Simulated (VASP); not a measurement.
**Mo: electric field gradients with r2SCAN**

Mo:

```xyz
1
Lattice="-1.5995 1.5995 1.5995 1.5995 -1.5995 1.5995 1.5995 1.5995 -1.5995" Properties=species:S:1:pos:R:3 pbc="T T T"
Mo    0.0000    0.0000    0.0000
```

This cell differs from its parent crystal: volume scaled by 1.03.

```yaml
Program: VASP 6.6.1
Task: electric field gradients
Functional: r2SCAN
Potentials_or_basis: VASP PAW PBE potentials, release 64 (Mo_sv)
Cutoff: 520 eV
k_mesh: 15 × 15 × 15
Occupations: fermi-dirac, width 0.05 eV
Spin: no spin polarisation
Dipole_correction: no
Further_INCAR_settings: ALGO = Normal; EDIFF = 1e-08; NBANDS = 13
```

* Pressure: -10.4 GPa
* Band gap on the k mesh: zero (band 7 reaches 15.41 eV, above the bottom of band 8 at 10.48 eV)

Levels at points of the mesh, in eV from the Fermi level:
```
           k point  band 4  band 5  band 6  band 7  band 8  band 9  band 10  band 11
(0.00, 0.00, 0.00)  -35.76   -7.47   -1.30   -1.30   -1.30    1.87     1.87    15.46
```

Wall time 38 s on 1 thread of Intel(R) Xeon(R) 6975P-C (Granite Rapids) (shared host), peak memory 0.16 GiB.

Caveat: without QUAD_EFG the Cq values of the log hold for a quadrupole moment of 1 mb, not for the nuclei; the PAW data sets were made with another functional, which shifts forces and pressure a little.
